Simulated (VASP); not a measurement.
# Sb in VASP: a series of runs

Runs on Sb. Level: PBE. Tasks: single point, relaxation of cell and atoms.

Program: VASP 6.6.1. These are calculated values, not measurements. Logs are shortened: lines on timing, memory, paths and dates and some standing lists are left out, and cuts for length are marked.

## (1) The cell of the first run

The typed cell holds 2 atoms: a = 3.173 Å, b = 4.484 Å, c = 4.327 Å, α = 90.00°, β = 90.08°, γ = 90.00°.

## (2) Single point, PBE (biaxial strain in the a-b plane: +2.0 %, then relaxed in part)

Contents of INCAR:

```
SYSTEM = Sb
PREC     = Accurate       ! precision mode
ENCUT    = 520            ! plane-wave cutoff, eV
EDIFF    = 1E-6           ! SCF threshold, eV
ISMEAR   = 0              ! smearing method
SIGMA    = 0.1            ! smearing width, eV
LREAL    = .False.        ! projectors in reciprocal space
LASPH    = .True.         ! aspherical terms in the spheres
NELM     = 100            ! most SCF steps
ALGO     = Normal         ! electronic algorithm
ISIF     = 2              ! what is computed and relaxed
LWAVE    = .False.        ! write WAVECAR
LCHARG   = .False.        ! write CHGCAR
GGA      = PE             ! functional
NBANDS   = 12             ! bands
```

Contents of KPOINTS:

```
Automatic mesh
0
Gamma
  14 10 10
  0 0 0
```

Contents of POSCAR:

```
Sb
1.0
    3.1726872002      0.0000000000      0.0014370055
    0.0000000000      4.4843523481      0.0000000000
   -0.0077193390      0.0000000000      4.3272162095
Sb
2
Direct
    0.0000254613      0.7500000000      0.7499630618
    0.9999745387      0.2500000000      0.2500369382
```

Potentials or basis: VASP PAW PBE potentials, release 64 (Sb).

The run is started by

```
cat potpaw_PBE.64/Sb/POTCAR > POTCAR
mpirun -np 1 vasp_std > vasp.out
```

OUTCAR:

```text
SYSTEM = Sb
   PREC = Accurate
   ENCUT = 520
   EDIFF = 1E-6
   ISMEAR = 0
   LREAL = .False.
   LASPH = .True.
   NELM = 100
   ISIF = 2
   GGA = PE

 ion  position               nearest neighbor table
   1  0.000  0.750  0.750-   2 3.12   2 3.12   2 3.12   2 3.12
   2  1.000  0.250  0.250-   1 3.12   1 3.12   1 3.12   1 3.12

  LATTYP: Found a simple monoclinic cell.
 ALAT       =     3.1726875256
 B/A-ratio  =     1.4134238912
 C/A-ratio  =     1.3638982912
 COS(beta)  =    -0.0013309718

  Lattice vectors:

 A1 = (   3.1726872002,   0.0000000000,   0.0014370055)
 A2 = (   0.0000000000,   4.4843523481,   0.0000000000)
 A3 = (  -0.0077193390,   0.0000000000,   4.3272162095)

Analysis of symmetry for initial positions (statically):
=====================================================================
 Subroutine PRICEL returns:
 Original cell was already a primitive cell.

 Routine SETGRP: Setting up the symmetry group for a
 simple monoclinic supercell.

 Subroutine GETGRP returns: Found  4 space group operations
 (whereof  2 operations were pure point group operations)
 out of a pool of  4 trial point group operations.

The static configuration has the point symmetry S_2 .
 The point group associated with its full space group is C_2h.

Analysis of symmetry for dynamics (positions and initial velocities):
=====================================================================
 Subroutine PRICEL returns:
 Original cell was already a primitive cell.

 Routine SETGRP: Setting up the symmetry group for a
 simple monoclinic supercell.

 Subroutine GETGRP returns: Found  4 space group operations
 (whereof  2 operations were pure point group operations)
 out of a pool of  4 trial point group operations.

The dynamic configuration has the point symmetry S_2 .
 The point group associated with its full space group is C_2h.

 Subroutine INISYM returns: Found  4 space group operations
 (whereof  2 operations are pure point group operations),
 and found     1 'primitive' translations

----------------------------------------------------------------------------------------

                                     Primitive cell

  volume of cell :      61.5653

  direct lattice vectors                    reciprocal lattice vectors
     3.172687200  0.000000000  0.001437006     0.315189973  0.000000000  0.000562269
     0.000000000  4.484352348  0.000000000     0.000000000  0.222997642  0.000000000
    -0.007719339  0.000000000  4.327216210    -0.000104670  0.000000000  0.231095269

  length of vectors
     3.172687526  4.484352348  4.327223095     0.315190474  0.222997642  0.231095292

  position of ions in fractional coordinates (direct lattice)
     0.000025461  0.750000000  0.749963062
     0.999974539  0.250000000  0.250036938

  ion indices of the primitive-cell ions
   primitive index   ion index
                 1           1
                 2           2

----------------------------------------------------------------------------------------

 KPOINTS: Automatic mesh

Automatic generation of k-mesh.
 Grid dimensions read from file:
 generate k-points for:   14   10   10

 Generating k-lattice:

  Cartesian coordinates                     Fractional coordinates (reciprocal lattice)
     0.022513569  0.000000000  0.000040162     0.071428571  0.000000000 -0.000000000
     0.000000000  0.022299764  0.000000000     0.000000000  0.100000000  0.000000000
    -0.000010467  0.000000000  0.023109527     0.000000000  0.000000000  0.100000000

  Length of vectors
     0.022513605  0.022299764  0.023109529

  Shift w.r.t. Gamma in fractional coordinates (k-lattice)
     0.000000000  0.000000000  0.000000000

 Subroutine IBZKPT returns following result:
 ===========================================

 Found    432 irreducible k-points:

 Following reciprocal coordinates:
            Coordinates               Weight
  0.000000  0.000000  0.000000      1.000000
  0.071429  0.000000 -0.000000      2.000000
  0.142857  0.000000 -0.000000      2.000000
  0.214286  0.000000 -0.000000      2.000000
  0.285714  0.000000 -0.000000      2.000000
  0.357143  0.000000 -0.000000      2.000000
[... 16 lines left out ...]
  0.428571  0.200000 -0.000000      4.000000
  0.500000  0.200000  0.000000      2.000000
 [... further k-points ...]
   k-points           NKPTS =    432   k-points in BZ     NKDIM =    432   number of bands    NBANDS=     12
   number of dos      NEDOS =    301   number of ions     NIONS =      2
   total plane-waves  NPLWV =  27648
   dimension x,y,z NGX =    24 NGY =   36 NGZ =   32
   dimension x,y,z NGXF=    48 NGYF=   72 NGZF=   64
   ions per type =               2
   NGX,Y,Z   is equivalent  to a cutoff of  12.58, 13.35, 12.29 a.u.
   NGXF,Y,Z  is equivalent  to a cutoff of  25.15, 26.69, 24.59 a.u.
 SYSTEM =  Sb
   PREC   = accura    normal or accurate (medium, high low for compatibility)
   ISTART =      0    job   : 0-new  1-cont  2-samecut
   ICHARG =      2    charge: 1-file 2-atom 10-const
   ISPIN  =      1    spin polarized calculation?
   LNONCOLLINEAR =      F non collinear calculations
   LSORBIT =      F    spin-orbit coupling
   LASPH  =      T    aspherical Exc in radial PAW
   ENCUT  =  520.0 eV  38.22 Ry    6.18 a.u.   5.90  8.34  8.05*2*pi/ulx,y,z
   NELM   =    100;   NELMIN=  2; NELMDL= -5     # of ELM steps
   EDIFF  = 0.1E-05   stopping-criterion for ELM
   LREAL  =      F    real-space projection
   EDIFFG = 0.1E-04   stopping-criterion for IOM
   NSW    =      0    number of steps for IOM
   IBRION =     -1    ionic relax: 0-MD 1-quasi-New 2-CG
   NFREE  =      0    steps in history (QN), initial steepest desc. (CG)
   ISIF   =      2    stress and relaxation
   ISYM   =      2    0-nonsym 1-usesym 2-fastsym
   POTIM  = 0.5000    time-step for ionic-motion
   TEBEG  =    0.0;   TEEND  =   0.0 temperature during run
   PSTRESS=    0.0 pullay stress
   NELECT =      10.0000    total number of electrons
   NUPDOWN=      -1.0000    fix difference up-down
   EMIN   =  10.00;   EMAX   =-10.00  energy-range for DOS
   EFERMI =   0.00;   METHOD = LEGACY
   ISMEAR =     0;   SIGMA  =   0.10  broadening in eV -4-tet -1-fermi 0-gaus
   EFERMI_NEDOS =   21; number of points for ismear=-14 and -15
   IALGO  =     38    algorithm
   IMIX   =      4    mixing-type and parameters
     AMIX     =   0.40;   BMIX     =  1.00
     AMIX_MAG =   1.60;   BMIX_MAG =  1.00
  volume/ion in A,a.u.               =      30.78       207.73
  Fermi-wavevector in a.u.,A,eV,Ry     =   0.893229  1.687958 10.855520  0.797858
  Thomas-Fermi vector in A             =   2.015280
   LORBIT       =      0    0 simple, 1 ext, 2 COOP (PROOUT), +10 PAW based schemes
   GGA     = PE    functional components
   LHFCALC =     F    Hartree Fock is set to
   AEXX    =    0.0000 exact exchange contribution
   IVDW    =     0    specifies the selected vdW correction
   LEPSILON=     F    determine dielectric tensor
   LRPA    =     F    only Hartree local field effects (RPA)
 non-spin polarized calculation
 Gauss-broadening in eV      SIGMA  =   0.10
  energy-cutoff  :      520.00
  volume of cell :       61.57
 maximum number of plane-waves:      1690
   NGX = 11   NGY = 17   NGZ = 17

 number of electron      10.0000001 magnetization

 Free energy of the ion-electron system (eV)
  ---------------------------------------------------
  ext. energy  EPLUGINS =         0.00000000
  ---------------------------------------------------
  free energy    TOTEN  =        -8.17640871 eV

  energy without entropy =       -8.17002466  energy(sigma->0) =       -8.17321668

 E-fermi :   6.7132     XC(G=0):  -9.4908

 val. band max:        6.7095209676   @ k =  -0.2143   0.2000   0.2000
 cond. band min:       6.7193065641   @ k =   0.3571   0.1000  -0.0000
 fundamental gap:      0.0097855966
 Fermi energy:         6.7132339233

 k-point     1 :       0.0000    0.0000    0.0000
  band No.  band energies     occupation
      1      -5.4055      2.00000
      2      -0.5041      2.00000
      3       3.1801      2.00000
      4       3.5850      2.00000
      5       9.0846      0.00000
      6       9.6041      0.00000
      7      10.0227      0.00000
      8      10.1863      0.00000
      9      13.4775      0.00000
     10      13.5370      0.00000
     11      13.7601      0.00000
     12      14.8716      0.00000

 k-point     2 :       0.0714    0.0000   -0.0000
  band No.  band energies     occupation
      1      -5.3371      2.00000
      2      -0.4325      2.00000
      3       3.2434      2.00000
      4       3.6484      2.00000
      5       8.7392      0.00000
      6       9.1510      0.00000
      7      10.0890      0.00000
      8      10.2527      0.00000
      9      12.8670      0.00000
     10      13.8156      0.00000
     11      14.1864      0.00000
     12      15.1931      0.00000

 k-point     3 :       0.1429    0.0000   -0.0000
  band No.  band energies     occupation
      1      -5.1341      2.00000
      2      -0.2184      2.00000
      3       3.4289      2.00000
      4       3.8336      2.00000
      5       7.1398      0.00000
      6       9.3495      0.00000
      7      10.2828      0.00000
      8      10.4467      0.00000
      9      11.4273      0.00000
     10      13.9808      0.00000
     11      14.7478      0.00000
     12      16.2298      0.00000
[... 286 lines left out ...]
 k-point    23 :       0.4286    0.2000   -0.0000
  band No.  band energies     occupation
      1      -3.1598      2.00000
      2       0.6579      2.00000
      3       2.0390      2.00000
      4       5.1284      2.00000
      5       5.5342      2.00000
      6       5.8686      2.00000
      7      10.2570      0.00000
      8      10.7785      0.00000
      9      11.5974      0.00000
     10      12.3022      0.00000
     11      12.4164      0.00000
     12      15.5904      0.00000

 k-point    24 :       0.5000    0.2000    0.0000
  band No.  band energies     occupation
      1      -2.9682      2.00000
      2       0.8858      2.00000
      3       1.6854      2.00000
      4       4.7995      2.00000
      5       5.6574      2.00000
      6       5.9495      2.00000
      7      10.3911      0.00000
      8      10.9465      0.00000
      9      11.3885      0.00000
     10      12.1602      0.00000
     11      12.4719      0.00000
     12      15.2410      0.00000

 [... further k-points ...]

------------------------ aborting loop because EDIFF is reached ----------------------------------------

  FORCE on cell =-STRESS in cart. coord.  units (eV):
  Direction    XX          YY          ZZ          XY          YZ          ZX
  --------------------------------------------------------------------------------------
  -------------------------------------------------------------------------------------
  Total       -1.0398821     -0.4128617     -0.0133461      0.0000000      0.0000000      0.0023784
  in kB      -27.0619291    -10.7443282     -0.3473206      0.0000000      0.0000000      0.0618957
  external PRESSURE =     -12.7178593 kB  Pullay stress =       0.0000000 kB

 VOLUME and BASIS-vectors are now :
 -----------------------------------------------------------------------------
  energy-cutoff  :      520.00
  volume of cell :       61.57
      direct lattice vectors                 reciprocal lattice vectors
     3.172687200  0.000000000  0.001437006     0.315189973  0.000000000  0.000562269
     0.000000000  4.484352348  0.000000000     0.000000000  0.222997642  0.000000000
    -0.007719339  0.000000000  4.327216210    -0.000104670  0.000000000  0.231095269

 POSITION                                       TOTAL-FORCE (eV/Angst)
 -----------------------------------------------------------------------------------
     -0.00571      3.36326      3.24525        -0.000059     -0.000000      0.000314
      3.17068      1.12109      1.08340         0.000059      0.000000     -0.000314
 -----------------------------------------------------------------------------------
    total drift:                               -0.000000     -0.000000      0.000000

  FREE ENERGIE OF THE ION-ELECTRON SYSTEM (eV)
  ---------------------------------------------------
  free  energy   TOTEN  =        -8.1764087058 eV

  energy  without entropy=       -8.1700246619  energy(sigma->0) =       -8.17321668
```

It took 74 s on 1 thread of Intel Xeon Platinum 8488C (Sapphire Rapids), shared host; peak memory 0.38 GiB.

Results:

| Item | Value |
| --- | --- |
| Free energy | -8.1764 eV |
| Pressure | -1.3 GPa |
| Band gap on the k mesh | zero (band 5 reaches 11.57 eV, above the bottom of band 6 at 3.45 eV) |

Caveat: the cell differs from its parent crystal (biaxial strain in the a-b plane: +2.0 %, then relaxed in part); spin-orbit coupling is left out, which moves the levels of the heavy elements.

(Part 1 of 2 ends here.)
